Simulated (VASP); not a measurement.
# PdAuCl3 (Pm-3m) in VASP: single point with r2SCAN+rVV10

Aim: the single point of PdAuCl3 with r2SCAN+rVV10.

Everything below comes from runs of VASP 6.6.1. Logs are shortened: lines on timing, memory, paths and dates and some standing lists are left out, and cuts for length are marked.

## (1) The cell of the first run

It takes space group Pm-3m (No. 221, cubic). Conventional cell: a = 4.903 Å, b = 4.903 Å, c = 4.903 Å, α = 90.00°, β = 90.00°, γ = 90.00°. Within 4.6 Å of Pd (site symmetry m-3m) lie 12 Cl at 3.47 Å and 8 Au at 4.25 Å. Au (site symmetry m-3m) has 6 Cl at 2.45 Å within 3.2 Å. Within 3.2 Å of Cl (site symmetry 4/mmm) lie 2 Au at 2.45 Å.

## (2) Single point, r2SCAN+rVV10

POSCAR reads:

```
PdAuCl3
1.0
    4.9029426247      0.0000000000      0.0000000000
    0.0000000000      4.9029426247      0.0000000000
    0.0000000000      0.0000000000      4.9029426247
Pd Au Cl
1 1 3
Direct
    0.0000000000      0.0000000000      0.0000000000
    0.5000000000      0.5000000000      0.5000000000
    0.0000000000      0.5000000000      0.5000000000
    0.5000000000      0.0000000000      0.5000000000
    0.5000000000      0.5000000000      0.0000000000
```

INCAR.step1 reads:

```
ALGO     = Normal         # electronic algorithm
EDIFF    = 1E-4           # SCF threshold, eV
ENCUT    = 520            # plane-wave cutoff, eV
GGA      = PE             # functional
ISMEAR   = -1             # smearing method
LASPH    = True           # aspherical terms in the spheres
LCHARG   = False          # write CHGCAR
LREAL    = False          # projectors in reciprocal space
LWAVE    = True           # write WAVECAR
NBANDS   = 29             # bands
NELM     = 100            # most SCF steps
PREC     = Accurate       # precision mode
SIGMA    = 0.03           # smearing width, eV
```

INCAR.step2 reads:

```
ALGO     = Normal         # electronic algorithm
BPARAM   = 11.95        
CPARAM   = 0.0093       
EDIFF    = 1E-6           # SCF threshold, eV
ENCUT    = 520            # plane-wave cutoff, eV
ISIF     = 2              # what is computed and relaxed
ISMEAR   = -1             # smearing method
ISTART   = 1            
IVDW_NL  = 2            
LASPH    = True           # aspherical terms in the spheres
LCHARG   = True           # write CHGCAR
LELF     = True           # ELF
LMIXTAU  = True         
LREAL    = False          # projectors in reciprocal space
LUSE_VDW = True         
LVHAR    = True         
LWAVE    = False          # write WAVECAR
METAGGA  = R2SCAN         # meta-GGA
NBANDS   = 29             # bands
NELM     = 100            # most SCF steps
PREC     = Accurate       # precision mode
SIGMA    = 0.03           # smearing width, eV
```

KPOINTS reads:

```
k-points
0
Gamma
  6 6 6
```

Potentials or basis: VASP PAW PBE potentials, release 64 (Pd, Au, Cl).

On the command line:

```bash
> cat potpaw_PBE.64/Pd/POTCAR potpaw_PBE.64/Au/POTCAR potpaw_PBE.64/Cl/POTCAR > POTCAR
> cp INCAR.step1 INCAR
> mpirun -np 1 vasp_std > vasp.out
> cp INCAR.step2 INCAR
> mpirun -np 1 vasp_std > vasp.out
```

OUTCAR:

```text
BPARAM = 11.95
   EDIFF = 1E-6
   ENCUT = 520
   ISIF = 2
   ISMEAR = -1
   ISTART = 1
   IVDW_NL = 2
   LASPH = True
   LREAL = False
   METAGGA = R2SCAN
   NELM = 100
   PREC = Accurate

 ion  position               nearest neighbor table
   1  0.000  0.000  0.000-
   2  0.500  0.500  0.500-   3 2.45   4 2.45   5 2.45   5 2.45   4 2.45   3 2.45
   3  0.000  0.500  0.500-   2 2.45   2 2.45
   4  0.500  0.000  0.500-   2 2.45   2 2.45
   5  0.500  0.500  0.000-   2 2.45   2 2.45

  LATTYP: Found a simple cubic cell.
 ALAT       =     4.9029426247

  Lattice vectors:

 A1 = (   4.9029426247,   0.0000000000,   0.0000000000)
 A2 = (   0.0000000000,   4.9029426247,   0.0000000000)
 A3 = (   0.0000000000,   0.0000000000,   4.9029426247)

Analysis of symmetry for initial positions (statically):
=====================================================================
 Subroutine PRICEL returns:
 Original cell was already a primitive cell.

 Routine SETGRP: Setting up the symmetry group for a
 simple cubic supercell.

 Subroutine GETGRP returns: Found 48 space group operations
 (whereof 48 operations were pure point group operations)
 out of a pool of 48 trial point group operations.

The static configuration has the point symmetry O_h .

Analysis of symmetry for dynamics (positions and initial velocities):
=====================================================================
 Subroutine PRICEL returns:
 Original cell was already a primitive cell.

 Routine SETGRP: Setting up the symmetry group for a
 simple cubic supercell.

 Subroutine GETGRP returns: Found 48 space group operations
 (whereof 48 operations were pure point group operations)
 out of a pool of 48 trial point group operations.

The dynamic configuration has the point symmetry O_h .

 Subroutine INISYM returns: Found 48 space group operations
 (whereof 48 operations are pure point group operations),
 and found     1 'primitive' translations

----------------------------------------------------------------------------------------

                                     Primitive cell

  volume of cell :     117.8611

  direct lattice vectors                    reciprocal lattice vectors
     4.902942625  0.000000000  0.000000000     0.203959148  0.000000000  0.000000000
     0.000000000  4.902942625  0.000000000     0.000000000  0.203959148  0.000000000
     0.000000000  0.000000000  4.902942625     0.000000000  0.000000000  0.203959148

  length of vectors
     4.902942625  4.902942625  4.902942625     0.203959148  0.203959148  0.203959148

  position of ions in fractional coordinates (direct lattice)
     0.000000000  0.000000000  0.000000000
     0.500000000  0.500000000  0.500000000
     0.000000000  0.500000000  0.500000000
     0.500000000  0.000000000  0.500000000
     0.500000000  0.500000000  0.000000000

  ion indices of the primitive-cell ions
   primitive index   ion index
                 1           1
                 2           2
                 3           3
                 4           4
                 5           5

----------------------------------------------------------------------------------------

 KPOINTS: k-points

Automatic generation of k-mesh.
 Grid dimensions read from file:
 generate k-points for:    6    6    6

 Generating k-lattice:

  Cartesian coordinates                     Fractional coordinates (reciprocal lattice)
     0.033993191  0.000000000  0.000000000     0.166666667  0.000000000  0.000000000
     0.000000000  0.033993191  0.000000000     0.000000000  0.166666667  0.000000000
     0.000000000  0.000000000  0.033993191     0.000000000  0.000000000  0.166666667

  Length of vectors
     0.033993191  0.033993191  0.033993191

  Shift w.r.t. Gamma in fractional coordinates (k-lattice)
     0.000000000  0.000000000  0.000000000

 Subroutine IBZKPT returns following result:
 ===========================================

 Found     20 irreducible k-points:

 Following reciprocal coordinates:
            Coordinates               Weight
  0.000000  0.000000  0.000000      1.000000
  0.166667  0.000000  0.000000      6.000000
  0.333333  0.000000  0.000000      6.000000
  0.500000  0.000000  0.000000      3.000000
  0.166667  0.166667  0.000000     12.000000
  0.333333  0.166667  0.000000     24.000000
[... 12 lines left out ...]
  0.500000  0.500000  0.333333      6.000000
  0.500000  0.500000  0.500000      1.000000
   k-points           NKPTS =     20   k-points in BZ     NKDIM =     20   number of bands    NBANDS=     29
   number of dos      NEDOS =    301   number of ions     NIONS =      5
   total plane-waves  NPLWV =  46656
   dimension x,y,z NGX =    36 NGY =   36 NGZ =   36
   dimension x,y,z NGXF=    72 NGYF=   72 NGZF=   72
   ions per type =               1   1   3
   NGX,Y,Z   is equivalent  to a cutoff of  12.21, 12.21, 12.21 a.u.
   NGXF,Y,Z  is equivalent  to a cutoff of  24.41, 24.41, 24.41 a.u.
 SYSTEM =  unknown system
   PREC   = accura    normal or accurate (medium, high low for compatibility)
   ISTART =      1    job   : 0-new  1-cont  2-samecut
   ICHARG =      0    charge: 1-file 2-atom 10-const
   ISPIN  =      1    spin polarized calculation?
   LNONCOLLINEAR =      F non collinear calculations
   LSORBIT =      F    spin-orbit coupling
   LASPH  =      T    aspherical Exc in radial PAW
   ENCUT  =  520.0 eV  38.22 Ry    6.18 a.u.   9.12  9.12  9.12*2*pi/ulx,y,z
   NELM   =    100;   NELMIN=  2; NELMDL=  0     # of ELM steps
   EDIFF  = 0.1E-05   stopping-criterion for ELM
   LREAL  =      F    real-space projection
   EDIFFG = 0.1E-04   stopping-criterion for IOM
   NSW    =      0    number of steps for IOM
   IBRION =     -1    ionic relax: 0-MD 1-quasi-New 2-CG
   NFREE  =      0    steps in history (QN), initial steepest desc. (CG)
   ISIF   =      2    stress and relaxation
   ISYM   =      2    0-nonsym 1-usesym 2-fastsym
   POTIM  = 0.5000    time-step for ionic-motion
   TEBEG  =    0.0;   TEEND  =   0.0 temperature during run
   PSTRESS=    0.0 pullay stress
   NELECT =      42.0000    total number of electrons
   NUPDOWN=      -1.0000    fix difference up-down
   EMIN   =  10.00;   EMAX   =-10.00  energy-range for DOS
   EFERMI =   0.00;   METHOD = LEGACY
   ISMEAR =    -1;   SIGMA  =   0.03  broadening in eV -4-tet -1-fermi 0-gaus
   EFERMI_NEDOS =   21; number of points for ismear=-14 and -15
   IALGO  =     38    algorithm
   IMIX   =      4    mixing-type and parameters
     AMIX     =   0.40;   BMIX     =  1.00
     AMIX_MAG =   1.60;   BMIX_MAG =  1.00
  volume/ion in A,a.u.               =      23.57       159.07
  Fermi-wavevector in a.u.,A,eV,Ry     =   1.160650  2.193310 18.328509  1.347107
  Thomas-Fermi vector in A             =   2.297230
   LORBIT       =      0    0 simple, 1 ext, 2 COOP (PROOUT), +10 PAW based schemes
   METAGGA = R2SCAN    functional components
   LHFCALC =     F    Hartree Fock is set to
   AEXX    =    0.0000 exact exchange contribution
   IVDW_NL    =     2    kernel type
   BPARAM     =11.9500
   IVDW    =     0    specifies the selected vdW correction
   LEPSILON=     F    determine dielectric tensor
   LRPA    =     F    only Hartree local field effects (RPA)
 non-spin polarized calculation
  energy-cutoff  :      520.00
  volume of cell :      117.86
 maximum number of plane-waves:      3191
   NGX = 19   NGY = 19   NGZ = 19

 number of electron      42.0000019 magnetization

 Free energy of the ion-electron system (eV)
  ---------------------------------------------------
  ext. energy  EPLUGINS =         0.00000000
  ---------------------------------------------------
  free energy    TOTEN  =       -89.58967986 eV

  energy without entropy =      -89.54105940  energy(sigma->0) =      -89.56536963

 E-fermi :   2.6092     XC(G=0):  -9.9762

 val. band max:        2.5889767945   @ k =   0.3333   0.3333   0.1667
 cond. band min:       2.6117042429   @ k =   0.5000   0.0000   0.0000
 fundamental gap:      0.0227274484
 Fermi energy:         2.6092021063

 k-point     1 :       0.0000    0.0000    0.0000
  band No.  band energies     occupation
      1     -13.7156      2.00000
      2     -12.8346      2.00000
      3     -12.8346      2.00000
      4      -2.2146      2.00000
      5      -2.2146      2.00000
      6      -2.2146      2.00000
[... 21 lines left out ...]
     28      12.1789      0.00000
     29      12.1789      0.00000

 k-point     2 :       0.1667    0.0000    0.0000
  band No.  band energies     occupation
      1     -13.6525      2.00000
      2     -12.8413      2.00000
      3     -12.8323      2.00000
      4      -3.0140      2.00000
      5      -2.2046      2.00000
      6      -2.2046      2.00000
[... 21 lines left out ...]
     28      11.4917      0.00000
     29      12.5703      0.00000

 k-point     3 :       0.3333    0.0000    0.0000
  band No.  band energies     occupation
      1     -13.5142      2.00000
      2     -12.8625      2.00000
      3     -12.8277      2.00000
      4      -4.0089      2.00000
      5      -2.1670      2.00000
      6      -2.1670      2.00000
[... 21 lines left out ...]
     28      12.1557      0.00000
     29      13.1154      0.00000

 k-point     4 :       0.5000    0.0000    0.0000
  band No.  band energies     occupation
      1     -13.4361      2.00000
      2     -12.8795      2.00000
      3     -12.8253      2.00000
      4      -4.3966      2.00000
      5      -2.1177      2.00000
      6      -2.1177      2.00000
[... 469 lines left out ...]
     28      10.7795      0.00000
     29      11.0272      0.00000

 k-point    19 :       0.5000    0.5000    0.3333
  band No.  band energies     occupation
      1     -12.9267      2.00000
      2     -12.8526      2.00000
      3     -12.8526      2.00000
      4      -4.8157      2.00000
      5      -4.1845      2.00000
      6      -3.8992      2.00000
[... 21 lines left out ...]
     28      10.8719      0.00000
     29      10.8719      0.00000

 k-point    20 :       0.5000    0.5000    0.5000
  band No.  band energies     occupation
      1     -12.8495      2.00000
      2     -12.8495      2.00000
      3     -12.8495      2.00000
      4      -4.9883      2.00000
      5      -4.1831      2.00000
      6      -4.1831      2.00000
[... 21 lines left out ...]
     28      11.2174      0.00000
     29      11.2174      0.00000

------------------------ aborting loop because EDIFF is reached ----------------------------------------

  FORCE on cell =-STRESS in cart. coord.  units (eV):
  Direction    XX          YY          ZZ          XY          YZ          ZX
  --------------------------------------------------------------------------------------
  -------------------------------------------------------------------------------------
  Total        0.0479895      0.0479895      0.0479895      0.0000000     -0.0000000      0.0000000
  in kB        0.6523579      0.6523579      0.6523579      0.0000000     -0.0000000      0.0000000
  external PRESSURE =       0.6523579 kB  Pullay stress =       0.0000000 kB

 VOLUME and BASIS-vectors are now :
 -----------------------------------------------------------------------------
  energy-cutoff  :      520.00
  volume of cell :      117.86
      direct lattice vectors                 reciprocal lattice vectors
     4.902942625  0.000000000  0.000000000     0.203959148  0.000000000  0.000000000
     0.000000000  4.902942625  0.000000000     0.000000000  0.203959148  0.000000000
     0.000000000  0.000000000  4.902942625     0.000000000  0.000000000  0.203959148

 POSITION                                       TOTAL-FORCE (eV/Angst)
 -----------------------------------------------------------------------------------
      0.00000      0.00000      0.00000         0.000000      0.000000      0.000000
      2.45147      2.45147      2.45147         0.000000      0.000000      0.000000
      0.00000      2.45147      2.45147         0.000000      0.000000      0.000000
      2.45147      0.00000      2.45147         0.000000      0.000000      0.000000
      2.45147      2.45147      0.00000         0.000000      0.000000      0.000000
 -----------------------------------------------------------------------------------
    total drift:                                0.000000      0.000000      0.000000

  FREE ENERGIE OF THE ION-ELECTRON SYSTEM (eV)
  ---------------------------------------------------
  free  energy   TOTEN  =       -89.5896798562 eV

  energy  without entropy=      -89.5410594015  energy(sigma->0) =      -89.56536963
```

Run time: 4.1 min. Hardware: 1 thread of Intel Xeon 6975P-C, shared host; peak memory 0.44 GiB.

What came out:

| Item | Value |
| --- | --- |
| Free energy | -89.5897 eV |
| Pressure | 0.1 GPa |
| Band gap on the k mesh | zero (band 21 reaches 4.49 eV, above the bottom of band 22 at 2.32 eV) |

Caveat: the PAW data sets were made with another functional, which shifts forces and pressure a little; spin-orbit coupling is left out, which moves the levels of the heavy elements.
